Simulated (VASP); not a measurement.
Bi2Se3: electric field gradients with PBE

The system is Bi2Se3.

```xyz
5
Lattice="2.1336 1.2319 9.5453 -2.1336 1.2319 9.5453 0.0000 -2.4637 9.5453" Properties=species:S:1:pos:R:3 pbc="T T T"
Bi    0.0000    0.0000   11.4773
Bi    0.0000    0.0000   17.1587
Se    0.0000    0.0000    0.0000
Se    0.0000    0.0000    6.0622
Se    0.0000    0.0000   22.5738
```

This cell differs from its parent crystal: equal xx and yy strain of +3 %.

```
Program                : VASP 6.6.1
Task                   : electric field gradients
Functional             : PBE
Potentials or basis    : VASP PAW PBE potentials, release 64 (Bi_d, Se)
Cutoff                 : 520 eV
k mesh                 : 6 × 6 × 6
Occupations            : fermi-dirac, width 0.03 eV
Spin                   : no spin polarisation
Dipole correction      : no
Further INCAR settings : ALGO = Normal; EDIFF = 1e-08; NBANDS = 32
```

- Pressure: -1.0 GPa
- Largest force: 0.175 eV/Å
- Band gap on the k mesh: 0.17 eV
- Largest electric field gradient by atom: Bi -0.6; Se +53.7, -25.3 (each value once) V/Å²

Forces on the atoms (eV/Å):
```
Bi   0.000  0.000  0.001
Bi   0.000  0.000 -0.001
Se   0.000  0.000  0.000
Se   0.000  0.000  0.175
Se   0.000  0.000 -0.175
```

Stress tensor (GPa, compression positive):
```
-1.43  0.00  0.00
 0.00 -1.43  0.00
 0.00  0.00 -0.21
```

Levels at points of the mesh, in eV from the valence-band top:
```csv
k point,band 22,band 23,band 24,band 25,band 26,band 27
"(0.00, 0.00, 0.00)",-1.08,-1.08,0.00,0.17,1.38,1.38
"(0.50, 0.00, 0.00)",-1.81,-1.04,-0.44,0.91,1.98,3.03
"(0.50, 0.50, 0.00)",-1.65,-1.44,-0.74,1.49,2.10,2.61
"(0.50, 0.50, 0.50)",-1.26,-1.26,-0.38,0.61,1.69,1.69
```

Electric field gradients, principal values (V/Å²):
```csv
atom,least,middle,greatest (by size)
1 Bi,0.314,0.314,-0.629
2 Bi,0.314,0.314,-0.629
3 Se,-26.848,-26.848,53.696
4 Se,12.658,12.658,-25.316
5 Se,12.658,12.658,-25.316
```

Run time: 16 min on 1 thread of Intel(R) Xeon(R) Platinum 8488C (Sapphire Rapids), on a shared host, peak memory 0.95 GiB.

Caveat: the cell differs from its parent crystal (equal xx and yy strain of +3 %); without QUAD_EFG the Cq values of the log hold for a quadrupole moment of 1 mb, not for the nuclei; spin-orbit coupling is left out, which moves the levels of the heavy elements. A k mesh can miss the band edges.
